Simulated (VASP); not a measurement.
# LiF (Fm-3m) in VASP: single point with r2SCAN

Aim: the single point of LiF with r2SCAN.

Program: VASP 6.6.1. These are calculated values, not measurements. Logs are shortened: lines on timing, memory, paths and dates and some standing lists are left out, and cuts for length are marked.

## Step 1: The cell of the first run

The structure is cubic, space group Fm-3m (No. 225). The conventional cell has a = 4.028 Å, b = 4.028 Å, c = 4.028 Å, α = 90.00°, β = 90.00°, γ = 90.00°. Li (site symmetry m-3m) has 6 F at 2.01 Å within 2.7 Å. F (site symmetry m-3m) has 6 Li at 2.01 Å within 2.7 Å.

## Step 2: Single point, r2SCAN

POSCAR

```
LiF
1.0
    0.0000000000      2.0140000000      2.0140000000
    2.0140000000      0.0000000000      2.0140000000
    2.0140000000      2.0140000000      0.0000000000
Li F
1 1
Direct
    0.0000000000      0.0000000000      0.0000000000
    0.5000000000      0.5000000000      0.5000000000
```

INCAR.step1

```
SYSTEM = LiF
PREC = Accurate
ENCUT = 520
ISMEAR = 0
SIGMA = 0.05
LREAL = .FALSE.
LASPH = .TRUE.
NELM = 80
NBANDS = 12
GGA = PE
ALGO = Normal
EDIFF = 1E-4
LWAVE = .TRUE.
LCHARG = .FALSE.
```

INCAR.step2

```
SYSTEM = LiF
PREC = Accurate
ENCUT = 520
EDIFF = 1E-7
ISMEAR = 0
SIGMA = 0.05
LREAL = .FALSE.
LASPH = .TRUE.
NELM = 80
ALGO = Normal
ISIF = 2
LWAVE = .FALSE.
LCHARG = .FALSE.
METAGGA = R2SCAN
LMIXTAU = .TRUE.
NBANDS = 12
ISTART = 1
```

KPOINTS

```
regular mesh
0
G
  10 10 10
  0 0 0
```

Potentials or basis: VASP PAW PBE potentials, release 64 (Li_sv, F).

Command:

```console
$ cat potpaw_PBE.64/Li_sv/POTCAR potpaw_PBE.64/F/POTCAR > POTCAR
$ cp INCAR.step1 INCAR
$ mpirun -np 1 vasp_std > vasp.out
$ cp INCAR.step2 INCAR
$ mpirun -np 1 vasp_std > vasp.out
```

OUTCAR:

```text
SYSTEM = LiF
   PREC = Accurate
   ENCUT = 520
   EDIFF = 1E-7
   ISMEAR = 0
   LREAL = .FALSE.
   LASPH = .TRUE.
   NELM = 80
   ISIF = 2
   METAGGA = R2SCAN
   ISTART = 1

 ion  position               nearest neighbor table
   1  0.000  0.000  0.000-   2 2.01   2 2.01   2 2.01   2 2.01   2 2.01   2 2.01
   2  0.500  0.500  0.500-   1 2.01   1 2.01   1 2.01   1 2.01   1 2.01   1 2.01

  LATTYP: Found a face centered cubic cell.
 ALAT       =     4.0280000000

  Lattice vectors:

 A1 = (   0.0000000000,   2.0140000000,   2.0140000000)
 A2 = (   2.0140000000,   0.0000000000,   2.0140000000)
 A3 = (   2.0140000000,   2.0140000000,   0.0000000000)

Analysis of symmetry for initial positions (statically):
=====================================================================
 Subroutine PRICEL returns:
 Original cell was already a primitive cell.

 Routine SETGRP: Setting up the symmetry group for a
 face centered cubic supercell.

 Subroutine GETGRP returns: Found 48 space group operations
 (whereof 48 operations were pure point group operations)
 out of a pool of 48 trial point group operations.

The static configuration has the point symmetry O_h .

Analysis of symmetry for dynamics (positions and initial velocities):
=====================================================================
 Subroutine PRICEL returns:
 Original cell was already a primitive cell.

 Routine SETGRP: Setting up the symmetry group for a
 face centered cubic supercell.

 Subroutine GETGRP returns: Found 48 space group operations
 (whereof 48 operations were pure point group operations)
 out of a pool of 48 trial point group operations.

The dynamic configuration has the point symmetry O_h .

 Subroutine INISYM returns: Found 48 space group operations
 (whereof 48 operations are pure point group operations),
 and found     1 'primitive' translations

----------------------------------------------------------------------------------------

                                     Primitive cell

  volume of cell :      16.3384

  direct lattice vectors                    reciprocal lattice vectors
     0.000000000  2.014000000  2.014000000    -0.248262165  0.248262165  0.248262165
     2.014000000  0.000000000  2.014000000     0.248262165 -0.248262165  0.248262165
     2.014000000  2.014000000  0.000000000     0.248262165  0.248262165 -0.248262165

  length of vectors
     2.848226115  2.848226115  2.848226115     0.430002683  0.430002683  0.430002683

  position of ions in fractional coordinates (direct lattice)
     0.000000000  0.000000000  0.000000000
     0.500000000  0.500000000  0.500000000

  ion indices of the primitive-cell ions
   primitive index   ion index
                 1           1
                 2           2

----------------------------------------------------------------------------------------

 KPOINTS: regular mesh

Automatic generation of k-mesh.
 Grid dimensions read from file:
 generate k-points for:   10   10   10

 Generating k-lattice:

  Cartesian coordinates                     Fractional coordinates (reciprocal lattice)
    -0.024826216  0.024826216  0.024826216     0.100000000  0.000000000  0.000000000
     0.024826216 -0.024826216  0.024826216     0.000000000  0.100000000  0.000000000
     0.024826216  0.024826216 -0.024826216     0.000000000  0.000000000  0.100000000

  Length of vectors
     0.043000268  0.043000268  0.043000268

  Shift w.r.t. Gamma in fractional coordinates (k-lattice)
     0.000000000  0.000000000  0.000000000

 Subroutine IBZKPT returns following result:
 ===========================================

 Found     47 irreducible k-points:

 Following reciprocal coordinates:
            Coordinates               Weight
  0.000000  0.000000  0.000000      1.000000
  0.100000  0.000000  0.000000      8.000000
  0.200000  0.000000  0.000000      8.000000
  0.300000  0.000000  0.000000      8.000000
  0.400000  0.000000  0.000000      8.000000
  0.500000  0.000000  0.000000      4.000000
[... 16 lines left out ...]
  0.300000  0.300000  0.000000      6.000000
  0.400000  0.300000  0.000000     24.000000
 [... further k-points ...]
   k-points           NKPTS =     47   k-points in BZ     NKDIM =     47   number of bands    NBANDS=     12
   number of dos      NEDOS =    301   number of ions     NIONS =      2
   total plane-waves  NPLWV =  13824
   dimension x,y,z NGX =    24 NGY =   24 NGZ =   24
   dimension x,y,z NGXF=    48 NGYF=   48 NGZF=   48
   ions per type =               1   1
   NGX,Y,Z   is equivalent  to a cutoff of  14.01, 14.01, 14.01 a.u.
   NGXF,Y,Z  is equivalent  to a cutoff of  28.02, 28.02, 28.02 a.u.
 SYSTEM =  LiF
   PREC   = accura    normal or accurate (medium, high low for compatibility)
   ISTART =      1    job   : 0-new  1-cont  2-samecut
   ICHARG =      0    charge: 1-file 2-atom 10-const
   ISPIN  =      1    spin polarized calculation?
   LNONCOLLINEAR =      F non collinear calculations
   LSORBIT =      F    spin-orbit coupling
   LASPH  =      T    aspherical Exc in radial PAW
   ENCUT  =  520.0 eV  38.22 Ry    6.18 a.u.   5.30  5.30  5.30*2*pi/ulx,y,z
   NELM   =     80;   NELMIN=  2; NELMDL=  0     # of ELM steps
   EDIFF  = 0.1E-06   stopping-criterion for ELM
   LREAL  =      F    real-space projection
   EDIFFG = 0.1E-05   stopping-criterion for IOM
   NSW    =      0    number of steps for IOM
   IBRION =     -1    ionic relax: 0-MD 1-quasi-New 2-CG
   NFREE  =      0    steps in history (QN), initial steepest desc. (CG)
   ISIF   =      2    stress and relaxation
   ISYM   =      2    0-nonsym 1-usesym 2-fastsym
   POTIM  = 0.5000    time-step for ionic-motion
   TEBEG  =    0.0;   TEEND  =   0.0 temperature during run
   PSTRESS=    0.0 pullay stress
   NELECT =      10.0000    total number of electrons
   NUPDOWN=      -1.0000    fix difference up-down
   EMIN   =  10.00;   EMAX   =-10.00  energy-range for DOS
   EFERMI =   0.00;   METHOD = LEGACY
   ISMEAR =     0;   SIGMA  =   0.05  broadening in eV -4-tet -1-fermi 0-gaus
   EFERMI_NEDOS =   21; number of points for ismear=-14 and -15
   IALGO  =     38    algorithm
   IMIX   =      4    mixing-type and parameters
     AMIX     =   0.40;   BMIX     =  1.00
     AMIX_MAG =   1.60;   BMIX_MAG =  1.00
  volume/ion in A,a.u.               =       8.17        55.13
  Fermi-wavevector in a.u.,A,eV,Ry     =   1.389970  2.626662 26.286674  1.932016
  Thomas-Fermi vector in A             =   2.513950
   LORBIT       =      0    0 simple, 1 ext, 2 COOP (PROOUT), +10 PAW based schemes
   METAGGA = R2SCAN    functional components
   LHFCALC =     F    Hartree Fock is set to
   AEXX    =    0.0000 exact exchange contribution
   IVDW    =     0    specifies the selected vdW correction
   LEPSILON=     F    determine dielectric tensor
   LRPA    =     F    only Hartree local field effects (RPA)
 non-spin polarized calculation
 Gauss-broadening in eV      SIGMA  =   0.05
  energy-cutoff  :      520.00
  volume of cell :       16.34
 maximum number of plane-waves:       459
 NGX is ok and might be reduce to    24
   NGX = 11   NGY = 11   NGZ = 11

 number of electron       9.9999992 magnetization

 Free energy of the ion-electron system (eV)
  ---------------------------------------------------
  ext. energy  EPLUGINS =         0.00000000
  ---------------------------------------------------
  free energy    TOTEN  =       -11.89906531 eV

  energy without entropy =      -11.89906531  energy(sigma->0) =      -11.89906531

 E-fermi :  -1.2676     XC(G=0): -10.5440

 val. band max:       -1.6386160961   @ k =   0.0000   0.0000   0.0000
 cond. band min:       8.6268964613   @ k =   0.0000   0.0000   0.0000
 fundamental gap:     10.2655125574
 Fermi energy:        -1.2676293681

 k-point     1 :       0.0000    0.0000    0.0000
  band No.  band energies     occupation
      1     -43.7088      2.00000
      2     -22.7359      2.00000
      3      -1.6386      2.00000
      4      -1.6386      2.00000
      5      -1.6386      2.00000
      6       8.6269      0.00000
      7      23.8416      0.00000
      8      23.8416      0.00000
      9      23.8416      0.00000
     10      24.4333      0.00000
     11      24.4333      0.00000
     12      24.4340      0.00000

 k-point     2 :       0.1000    0.0000    0.0000
  band No.  band energies     occupation
      1     -43.7032      2.00000
      2     -22.6980      2.00000
      3      -1.9181      2.00000
      4      -1.6629      2.00000
      5      -1.6629      2.00000
      6       8.9131      0.00000
      7      21.0066      0.00000
      8      22.7571      0.00000
      9      22.7574      0.00000
     10      25.2015      0.00000
     11      25.2017      0.00000
     12      25.5712      0.00000

 k-point     3 :       0.2000    0.0000    0.0000
  band No.  band energies     occupation
      1     -43.6889      2.00000
      2     -22.5983      2.00000
      3      -2.5949      2.00000
      4      -1.7252      2.00000
      5      -1.7252      2.00000
      6       9.5461      0.00000
      7      18.4712      0.00000
      8      21.2292      0.00000
      9      21.2296      0.00000
     10      26.4505      0.00000
     11      26.4505      0.00000
     12      26.5642      0.00000

 k-point     4 :       0.3000    0.0000    0.0000
  band No.  band energies     occupation
      1     -43.6712      2.00000
      2     -22.4703      2.00000
      3      -3.3520      2.00000
      4      -1.7999      2.00000
      5      -1.7998      2.00000
      6      10.0601      0.00000
      7      17.0124      0.00000
      8      19.9280      0.00000
      9      19.9284      0.00000
     10      27.9627      0.00000
     11      28.1425      0.00000
     12      28.1425      0.00000

 k-point     5 :       0.4000    0.0000    0.0000
  band No.  band energies     occupation
      1     -43.6570      2.00000
      2     -22.3630      2.00000
      3      -3.9192      2.00000
      4      -1.8583      2.00000
      5      -1.8583      2.00000
      6      10.2067      0.00000
      7      16.5402      0.00000
      8      19.0856      0.00000
      9      19.0860      0.00000
     10      29.5708      0.00000
     11      29.9445      0.00000
     12      29.9446      0.00000
[... 228 lines left out ...]
      1     -43.6527      2.00000
      2     -22.2980      2.00000
      3      -3.6153      2.00000
      4      -2.7905      2.00000
      5      -1.8944      2.00000
      6      11.4200      0.00000
      7      15.4865      0.00000
      8      19.3753      0.00000
      9      19.4721      0.00000
     10      28.7528      0.00000
     11      28.7976      0.00000
     12      29.6096      0.00000

 k-point    22 :      -0.2000    0.2000    0.0000
  band No.  band energies     occupation
      1     -43.6657      2.00000
      2     -22.4127      2.00000
      3      -3.2135      2.00000
      4      -2.5065      2.00000
      5      -1.7588      2.00000
      6      10.7753      0.00000
      7      16.2494      0.00000
      8      19.8417      0.00000
      9      19.9855      0.00000
     10      26.8585      0.00000
     11      27.8827      0.00000
     12      29.9551      0.00000

 k-point    23 :       0.3000    0.3000    0.0000
  band No.  band energies     occupation
      1     -43.6610      2.00000
      2     -22.3344      2.00000
      3      -3.5204      2.00000
      4      -2.3072      2.00000
      5      -2.3072      2.00000
      6      11.8032      0.00000
      7      17.2929      0.00000
      8      19.0717      0.00000
      9      20.4111      0.00000
     10      20.4113      0.00000
     11      34.3695      0.00000
     12      34.6009      0.00000

 k-point    24 :       0.4000    0.3000    0.0000
  band No.  band energies     occupation
      1     -43.6504      2.00000
      2     -22.2285      2.00000
      3      -3.9410      2.00000
      4      -2.5165      2.00000
      5      -2.4071      2.00000
      6      12.6376      0.00000
      7      16.2311      0.00000
      8      18.5549      0.00000
      9      20.1681      0.00000
     10      21.1713      0.00000
     11      33.9972      0.00000
     12      34.7803      0.00000

 [... further k-points ...]
[... 5 lines left out ...]
  --------------------------------------------------------------------------------------
  -------------------------------------------------------------------------------------
  Total       -0.3045553     -0.3045553     -0.3045553      0.0000000     -0.0000000      0.0000000
  in kB      -29.8654003    -29.8654003    -29.8654003      0.0000000     -0.0000000      0.0000000
  external PRESSURE =     -29.8654003 kB  Pullay stress =       0.0000000 kB

 VOLUME and BASIS-vectors are now :
 -----------------------------------------------------------------------------
  energy-cutoff  :      520.00
  volume of cell :       16.34
      direct lattice vectors                 reciprocal lattice vectors
     0.000000000  2.014000000  2.014000000    -0.248262165  0.248262165  0.248262165
     2.014000000  0.000000000  2.014000000     0.248262165 -0.248262165  0.248262165
     2.014000000  2.014000000  0.000000000     0.248262165  0.248262165 -0.248262165

 POSITION                                       TOTAL-FORCE (eV/Angst)
 -----------------------------------------------------------------------------------
      0.00000      0.00000      0.00000        -0.000000     -0.000000      0.000000
      2.01400      2.01400      2.01400         0.000000      0.000000     -0.000000
 -----------------------------------------------------------------------------------
    total drift:                               -0.000000     -0.000000      0.000000

  FREE ENERGIE OF THE ION-ELECTRON SYSTEM (eV)
  ---------------------------------------------------
  free  energy   TOTEN  =       -11.8990653095 eV

  energy  without entropy=      -11.8990653095  energy(sigma->0) =      -11.89906531
```

Wall time 35 s (1 thread of AMD EPYC 9R45 (Zen 5), shared host); peak memory 0.11 GiB.

What came out:

```
Free energy            : -11.8991 eV
Band gap on the k mesh : 10.27 eV, direct
```

Caveat: the cutoff is under 1.25 times the usual one of these potentials, so pressure, stress and relaxed cells hold a basis-set (Pulay) error; the PAW data sets were made with another functional, which shifts forces and pressure a little. A k mesh can miss the band edges.
